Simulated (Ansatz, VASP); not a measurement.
# Mo6CO in VASP and in Ansatz

```xyz
8
Lattice="4.4696 0.0000 0.0000 -2.2348 3.8708 0.0000 0.0000 0.0000 22.2596" Properties=species:S:1:pos:R:3 pbc="T T T"
Mo    2.2348    1.2903    4.0000
Mo    0.0000    2.5805    4.9123
Mo    0.0000    0.0000    5.8247
Mo    2.2348    1.2903    6.6566
Mo    0.0000    2.5805    7.4686
Mo    0.0000    0.0000    8.2596
C     0.0000    1.2903    9.8796
O     0.0000    2.4503    9.8796
```

Alike in both runs: task single point; functional PBE; k mesh 6 × 6 × 1; occupations gaussian, width 0.1 eV; no spin polarisation.

|  | VASP | Ansatz |
| --- | --- | --- |
| version | VASP 6.6.1 | Ansatz 0.2.0 |
| potentials or method | VASP PAW PBE potentials, release 64 (Mo_sv, C, O), cutoff 520 eV | scalar-relativistic, plane waves, PAW |
| valence electrons in the cell | 94 | 94 |

```tsv
	VASP	Ansatz	Ansatz less VASP
gap on the k mesh at the Fermi level (eV)	none	none	-
rms of the force components (eV/Å)	1.404	1.232	-0.1723
```

Atom by atom the forces differ by 0.232 eV/Å (rms over components). A gap of «none» marks a metal or a gap that the smearing closes. With one functional, cell and mesh, what is left measures potentials, basis and numerics.

Noted on VASP's run: the standard files for N, O and F lose accuracy on very short bonds.
